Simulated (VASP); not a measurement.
# AlSi62 (a cell with a defect) in VASP: further runs

AlSi62 (a cell with a defect) is run at these levels: LDA; tasks: single point.

Everything below comes from runs of VASP 6.6.1. Logs are shortened: lines on timing, memory, paths and dates and some standing lists are left out, and cuts for length are marked.

### Step 1. The cell of the first run

The cell holds a defect, 63 atoms: a = 10.860 Å, b = 10.860 Å, c = 10.860 Å, α = 90.00°, β = 90.00°, γ = 90.00°.

### Step 2. Single point, LDA, collinear spin, zero start

Input file INCAR:

```
PREC = Accurate ; ENCUT = 520
EDIFF = 1E-6 ; ISMEAR = 0
SIGMA = 0.02 ; LREAL = Auto
LASPH = T ; NELM = 150
ALGO = Normal ; ISIF = 2
LWAVE = F ; LCHARG = F
ISPIN = 2 ; MAGMOM = 0 0 0 0 0 0 0 0 0 0 0 0 0 0 0 0 0 0 0 0 0 0 0 0 0 0 0 0 0 0 0 0 0 0 0 0 0 0 0 0 0 0 0 0 0 0 0 0 0 0 0 0 0 0 0 0 0 0 0 0 0 0 0
LORBIT = 11 ; GGA = CA
NBANDS = 166 ; NELECT = 249.0
```

Input file KPOINTS:

```
Automatic mesh
0
Gamma
  1 1 1
```

Input file POSCAR:

```
AlSi62
1.0
   10.8600000000      0.0000000000      0.0000000000
    0.0000000000     10.8600000000      0.0000000000
    0.0000000000      0.0000000000     10.8600000000
Si Al
62 1
Direct
    0.4988511050      0.0011415285     -0.0010313996
    0.6255734807      0.1235096685      0.1264160221
    0.7503536832      0.2488226519     -0.0007996317
    0.8845583794      0.3717512891      0.1155644567
    0.7515915285     -0.0028046041      0.2485287293
    0.8737038674      0.1235090239      0.3745476980
   -0.0002203499     -0.0000972376      0.0003405157
    0.1262830571      0.1235736648      0.1256478821
    0.2404243094      0.2595648250      0.0037810313
    0.3764177716      0.3737045120      0.1256464088
    0.5000871087      0.5002109576      0.0003399632
    0.6288202578      0.6226985267      0.1228267956
    0.7570616943      0.7429266114     -0.0034147330
    0.8772941068      0.8711660221      0.1228244015
    0.2514084715     -0.0005009208      0.2513543278
    0.3742330571      0.1257572744      0.3772747698
    0.5004922652      0.2485809392      0.2513550645
    0.6265139042      0.3748891344      0.3736066298
    0.7570575506      0.4964587477      0.2430621547
    0.8772939227      0.6226977901      0.3712975138
    0.4999956722     -0.0000050645      0.5001241252
    0.6228443831      0.1257570902      0.6258880295
    0.7487639042      0.2485801105      0.4996278085
    0.8744730203      0.3737052486      0.6237007366
    0.7487661142     -0.0005004604      0.7487115101
    0.8744739411      0.1235751381      0.8738356354
    0.1282374770      0.6154172192      0.1155458564
    0.2511719153      0.7496393186     -0.0008005525
    0.3764824125      0.8744202578      0.1264173112
    0.0009221915      0.2488223757      0.2497709945
    0.1261723757      0.3738239411      0.3746720994
    0.2511710866      0.4990692449      0.2497664825
    0.3764812155      0.6262872007      0.3745474217
    0.5027940147      0.7484026703      0.2485322284
    0.6257240331      0.8742699816      0.3743989871
    0.0011520258      0.0011414365      0.5012696133
    0.1218655617      0.1317780847      0.6319064457
    0.2486828729      0.2513107735      0.5036361878
    0.3682162063      0.3781273481      0.6319068140
    0.4988504604      0.4988395948      0.5012707182
    0.6255732044      0.6262890424      0.6236388582
    0.7515916206      0.7484024862      0.4973275322
    0.8737057090      0.8744201657      0.6236400552
    0.2486821363      0.0035065378      0.7514379374
    0.3682139042      0.1317774401      0.8782557090
    0.4964865562      0.2513109576      0.7514411602
    0.6254513812      0.3738238490      0.8739507366
    0.7503539595      0.4990697053      0.7489489871
    0.8845717311      0.6154192449      0.8718822284
    0.0035342541      0.7429265193      0.2430556169
    0.1251019337      0.8734741252      0.3736012891
   -0.0002200737      0.5002110497      0.5000320442
    0.1262848066      0.6255206262      0.6237019337
    0.2514075506      0.7512260589      0.4996262431
    0.3742338858      0.8771457643      0.6258844383
   -0.0036606814      0.2595668508      0.7596946593
    0.2404313996      0.5036557090      0.7596888582
    0.3764186004      0.6255197974      0.8738339779
    0.5004941989      0.7512276243      0.7487106814
    0.6265175875      0.8734750460      0.8750174954
    0.0009227440      0.7496397790      0.7489522099
    0.1261723757      0.8745429098      0.8739510129
    0.0763644567      0.4236382136     -0.0762424494
```

Potentials or basis: VASP PAW LDA potentials, release 64 (Si, Al).

On the command line:

```console
$ cat potpaw_LDA.64/Si/POTCAR potpaw_LDA.64/Al/POTCAR > POTCAR
$ mpirun -np 1 vasp_gam > vasp.out
```

OUTCAR:

```text
PREC = Accurate
   ENCUT = 520
   EDIFF = 1E-6
   ISMEAR = 0
   LREAL = Auto
   LASPH = T
   NELM = 150
   ISIF = 2
   ISPIN = 2
   LORBIT = 11
   GGA = CA
   NELECT = 249.0

 ion  position               nearest neighbor table
   1  0.499  0.001  0.999-   2 2.36  29 2.36  60 2.38  45 2.40
   2  0.626  0.124  0.126-   5 2.35  17 2.35   1 2.36   3 2.37
   3  0.750  0.249  0.999-   4 2.35  26 2.35  47 2.35   2 2.37
   4  0.885  0.372  0.116-   3 2.35  30 2.35  19 2.38  63 3.00
   5  0.752  0.997  0.249-   6 2.35   2 2.35  35 2.35  14 2.37
   6  0.874  0.124  0.375-   5 2.35  23 2.35  36 2.36  30 2.37
[... 54 lines left out ...]
  61  0.001  0.750  0.749-  49 2.35  53 2.35  62 2.35  43 2.37
  62  0.126  0.875  0.874-  44 2.35  28 2.35  61 2.35   7 2.37
  63  0.076  0.424  0.924-  57 2.67   9 2.67  56 2.67  27 3.00  49 3.00   4 3.00

  LATTYP: Found a simple cubic cell.
 ALAT       =    10.8600000000

  Lattice vectors:

 A1 = (  10.8600000000,   0.0000000000,   0.0000000000)
 A2 = (   0.0000000000,  10.8600000000,   0.0000000000)
 A3 = (   0.0000000000,   0.0000000000,  10.8600000000)

Analysis of symmetry for initial positions (statically):
=====================================================================
 Subroutine PRICEL returns:
 Original cell was already a primitive cell.

 Routine SETGRP: Setting up the symmetry group for a
 simple cubic supercell.

 Subroutine GETGRP returns: Found  2 space group operations
 (whereof  1 operations were pure point group operations)
 out of a pool of 48 trial point group operations.

The static configuration has the point symmetry C_1 .
 The point group associated with its full space group is C_1h.

Analysis of symmetry for dynamics (positions and initial velocities):
=====================================================================
 Subroutine PRICEL returns:
 Original cell was already a primitive cell.

 Routine SETGRP: Setting up the symmetry group for a
 simple cubic supercell.

 Subroutine GETGRP returns: Found  2 space group operations
 (whereof  1 operations were pure point group operations)
 out of a pool of 48 trial point group operations.

The dynamic configuration has the point symmetry C_1 .
 The point group associated with its full space group is C_1h.

Analysis of structural, dynamic, and magnetic symmetry:
=====================================================================
 Subroutine PRICEL returns:
[... 249 lines left out ...]
 Free energy of the ion-electron system (eV)
  ---------------------------------------------------
  ext. energy  EPLUGINS =         0.00000000
  ---------------------------------------------------
  free energy    TOTEN  =      -375.77458412 eV

  energy without entropy =     -375.76330294  energy(sigma->0) =     -375.76894353

 E-fermi :   5.4973     XC(G=0):  -9.5171

 val. band max:        5.4970240399   @ k =   0.0000   0.0000   0.0000
 cond. band min:       5.4976322311   @ k =   0.0000   0.0000   0.0000
 fundamental gap:      0.0006081912
 Fermi energy:         5.4973281355

 spin component 1

 k-point     1 :       0.0000    0.0000    0.0000
  band No.  band energies     occupation
      1      -6.2321      1.00000
      2      -5.2050      1.00000
      3      -5.2050      1.00000
      4      -5.1796      1.00000
      5      -5.1796      1.00000
      6      -5.1195      1.00000
[... 128 lines left out ...]
    135       6.7652      0.00000
    136       6.7872      0.00000
 Fermi energy:         5.4973281355

 spin component 2

 k-point     1 :       0.0000    0.0000    0.0000
  band No.  band energies     occupation
      1      -6.2319      1.00000
      2      -5.2048      1.00000
      3      -5.2048      1.00000
      4      -5.1795      1.00000
      5      -5.1794      1.00000
      6      -5.1193      1.00000
[... 128 lines left out ...]
    135       6.7653      0.00000
    136       6.7872      0.00000
 [bands above 136 left out]

------------------------ aborting loop because EDIFF is reached ----------------------------------------

  FORCE on cell =-STRESS in cart. coord.  units (eV):
  Direction    XX          YY          ZZ          XY          YZ          ZX
  --------------------------------------------------------------------------------------
  -------------------------------------------------------------------------------------
  Total      -34.5862257    -34.5806691    -34.5862257      5.2690785     -5.2690785      5.2681765
  in kB      -43.2637617    -43.2568109    -43.2637617      6.5910678     -6.5910678      6.5899395
  external PRESSURE =     -43.2614448 kB  Pullay stress =       0.0000000 kB

 VOLUME and BASIS-vectors are now :
 -----------------------------------------------------------------------------
  energy-cutoff  :      520.00
  volume of cell :     1280.82
      direct lattice vectors                 reciprocal lattice vectors
    10.860000000  0.000000000  0.000000000     0.092081031  0.000000000  0.000000000
     0.000000000 10.860000000  0.000000000     0.000000000  0.092081031  0.000000000
     0.000000000  0.000000000 10.860000000     0.000000000  0.000000000  0.092081031

 POSITION                                       TOTAL-FORCE (eV/Angst)
 -----------------------------------------------------------------------------------
      5.41752      0.01240     10.84880         0.004130     -0.004318      0.015440
      6.79373      1.34131      1.37288        -0.000694      0.004058      0.004411
      8.14884      2.70221     10.85132        -0.012457     -0.016041      0.004019
      9.60630      4.03722      1.25503         0.026588      0.009422     -0.026588
      8.16228     10.82954      2.69902         0.002134     -0.008869     -0.002134
      9.48842      1.34131      4.06759        -0.004411      0.004058      0.000694
[... 55 lines left out ...]
      1.37023      9.49754      9.49111         0.002574      0.000132     -0.002574
      0.82932      4.60071     10.03201        -0.016029      0.016522      0.016029
 -----------------------------------------------------------------------------------
    total drift:                                0.025190     -0.004771      0.030650

  FREE ENERGIE OF THE ION-ELECTRON SYSTEM (eV)
  ---------------------------------------------------
  free  energy   TOTEN  =      -375.7745841205 eV

  energy  without entropy=     -375.7633029371  energy(sigma->0) =     -375.76894353

 total charge

# of ion       s       p       d       tot
------------------------------------------
    1        0.755   0.927   0.000   1.682
    2        0.751   0.942   0.000   1.693
    3        0.750   0.946   0.000   1.696
    4        0.777   0.867   0.000   1.644
    5        0.746   0.952   0.000   1.699
    6        0.751   0.942   0.000   1.693
[... 55 lines left out ...]
   62        0.747   0.952   0.000   1.699
   63        0.404   0.318   0.000   0.722
--------------------------------------------------
tot         46.972  58.593   0.000 105.566

 magnetization (x)

# of ion       s       p       d       tot
------------------------------------------
    1        0.000   0.000   0.000   0.000
    2        0.000   0.000   0.000   0.000
    3        0.000   0.000   0.000   0.000
    4        0.000   0.000   0.000   0.000
    5        0.000   0.000   0.000   0.000
    6        0.000   0.000   0.000   0.000
[... 55 lines left out ...]
   62        0.000   0.000   0.000   0.000
   63        0.000   0.000   0.000   0.000
--------------------------------------------------
tot          0.000   0.007   0.000   0.008
```

Wall time 9.9 min (1 thread of Intel Xeon Platinum 8488C (Sapphire Rapids), shared host); peak memory 0.93 GiB.

What came out:

| Item | Value |
| --- | --- |
| Free energy | -375.7746 eV |
| Largest force | 0.039 eV/Å |
| Net moment | 0.01 μB per cell |
| Valence electrons inside the program's atomic spheres | Si 1.68, 1.69, 1.70, 1.64, 1.67 (each value once); Al 0.72 |

Forces on the atoms (eV/Å):
```
Si   0.004 -0.004  0.015
Si  -0.001  0.004  0.004
Si  -0.012 -0.016  0.004
Si   0.027  0.009 -0.027
Si   0.002 -0.009 -0.002
Si  -0.004  0.004  0.001
Si  -0.003 -0.004  0.003
Si  -0.007 -0.006  0.010
Si  -0.006  0.006 -0.009
Si   0.006  0.007  0.010
Si   0.003  0.003  0.004
Si  -0.006  0.006  0.006
Si  -0.007  0.007  0.015
Si  -0.006  0.005  0.006
Si   0.014 -0.002 -0.007
Si  -0.004  0.004  0.008
Si   0.002 -0.014 -0.008
Si  -0.003 -0.001  0.003
Si  -0.007  0.015  0.007
Si  -0.006  0.006  0.006
Si   0.000 -0.004  0.000
Si  -0.008  0.004  0.004
Si   0.008 -0.014 -0.002
Si  -0.010  0.007 -0.006
Si   0.007 -0.002 -0.014
Si  -0.010 -0.006  0.007
Si  -0.009 -0.026 -0.026
Si   0.016  0.012  0.004
Si  -0.004  0.001  0.004
Si  -0.004 -0.016  0.012
Si   0.002 -0.003  0.000
Si   0.016  0.004  0.012
Si  -0.004  0.005  0.001
Si   0.009 -0.002 -0.002
Si   0.000  0.000  0.000
Si  -0.015 -0.004 -0.004
Si   0.016 -0.003 -0.003
Si   0.003 -0.002 -0.001
Si   0.003 -0.016 -0.003
Si   0.004  0.015 -0.004
Si  -0.001  0.005  0.004
Si   0.002 -0.002 -0.009
Si  -0.004  0.001  0.004
Si   0.003 -0.001 -0.003
Si   0.003 -0.003 -0.016
Si   0.001 -0.002 -0.003
Si   0.000 -0.003 -0.002
Si  -0.012  0.004 -0.016
Si   0.026 -0.026  0.009
Si  -0.015  0.007  0.007
Si   0.001  0.003  0.003
Si  -0.004  0.003 -0.003
Si  -0.007  0.010 -0.006
Si   0.014 -0.008 -0.002
Si  -0.004  0.008  0.004
Si   0.009  0.006  0.006
Si  -0.007 -0.008  0.007
Si   0.006  0.010  0.007
Si   0.002 -0.008 -0.014
Si  -0.003  0.003 -0.001
Si  -0.004  0.012 -0.016
Si   0.003  0.000 -0.003
Al  -0.016  0.017  0.016
```

Caveat: the k points lie up to 0.58 Å⁻¹ apart; the cell carries a net charge on a neutralising background, which shifts energy and pressure; the cell is charged against a uniform background, so pressure and absolute levels hang on convention.

(Continued in part 2 of 3.)
